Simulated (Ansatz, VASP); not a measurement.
Two plane-wave programs on SrO

The input POSCAR:

```
SrO
1.0
    0.0000000000      2.7922805133      2.7922805133
    2.7922805133      0.0000000000      2.7922805133
    2.7922805133      2.7922805133      0.0000000000
Sr O
1 1
Direct
    0.0000000000      0.0000000000      0.0000000000
    0.2500000000      0.2500000000      0.2500000000
```

The input INCAR.step1:

```
SYSTEM = SrO
ALGO     = Normal         ! electronic algorithm
EDIFF    = 1E-5           ! SCF threshold, eV
ENCUT    = 520            ! plane-wave cutoff, eV
GGA      = PE             ! functional
ISIF     = 2              ! what is computed and relaxed
ISMEAR   = 0              ! smearing method
LASPH    = .TRUE.         ! aspherical terms in the spheres
LREAL    = .FALSE.        ! projectors in reciprocal space
LWAVE    = .TRUE.         ! write WAVECAR
NBANDS   = 15             ! bands
NELM     = 80             ! most SCF steps
PREC     = Accurate       ! precision mode
SIGMA    = 0.01           ! smearing width, eV
```

Contents of INCAR.step2:

```
SYSTEM = SrO
ALGO     = Normal         ! electronic algorithm
EDIFF    = 1E-6           ! SCF threshold, eV
ENCUT    = 520            ! plane-wave cutoff, eV
GGA      = PE             ! functional
HFSCREEN = 0.2079         ! screening, 1/A
ISIF     = 2              ! what is computed and relaxed
ISMEAR   = 0              ! smearing method
ISTART   = 1            
LASPH    = .TRUE.         ! aspherical terms in the spheres
LCHARG   = .TRUE.         ! write CHGCAR
LELF     = .TRUE.         ! ELF
LHFCALC  = .TRUE.         ! exact exchange
LREAL    = .FALSE.        ! projectors in reciprocal space
LVHAR    = .TRUE.       
LWAVE    = .FALSE.        ! write WAVECAR
NBANDS   = 15             ! bands
NELM     = 80             ! most SCF steps
PREC     = Accurate       ! precision mode
PRECFOCK = Normal       
SIGMA    = 0.01           ! smearing width, eV
```

KPOINTS

```
k-points
0
G
  6 6 6
  0 0 0
```

Input for Ansatz:

```yaml
crystal:
  lattice:
    - [0.0, 2.7922805133, 2.7922805133]
    - [2.7922805133, 0.0, 2.7922805133]
    - [2.7922805133, 2.7922805133, 0.0]
  atoms:
    - { symbol: Sr, position: [0.0, 0.0, 0.0] }
    - { symbol: O, position: [0.25, 0.25, 0.25] }
kpoints:
  mp_grid: { grid: [6, 6, 6] }
  band_path:
    path:
      - [0.0, 0.0, 0.0]
      - [-0.5, -0.5, 0.0]
      - [-0.375, -0.375, 0.25]
      - [-0.375, 0.0, 0.375]
      - [0.0, 0.0, 0.5]
      - [-0.5, -0.25, 0.25]
      - [0.25, -0.5, -0.25]
    npoints: 1
hamiltonian:
  xc: hse06
scf:
  occupations: { method: fixed }
  n_extra_bands: 4
output:
  forces: true
  stress: true
  eigenvalues: true
  write_density: true
  write_potential: true
  elf: true
  volumetric_format: npy
```

Alike in both runs: task single point; functional HSE06; k mesh 6 × 6 × 6; no spin polarisation.

```csv
,VASP,Ansatz
version,VASP 6.6.1,Ansatz 0.2.0
potentials or method,"VASP PAW PBE potentials, release 64 (Sr_sv, O)","plane waves, PAW"
plane-wave cutoff (eV),520,420
occupations,"gaussian, width 0.01 eV",fixed
valence electrons in the cell,16,16
```

Ansatz gave:

```
gap on the k mesh at the Fermi level (eV) : 3.85
pressure (GPa)                            : -0.3
```

Question: Estimate VASP's values.

Answer: gap on the k mesh at the Fermi level (eV): 3.86; pressure (GPa): 0.1.

Ansatz's warnings: stress exchange threshold loose, stress scf threshold loose.
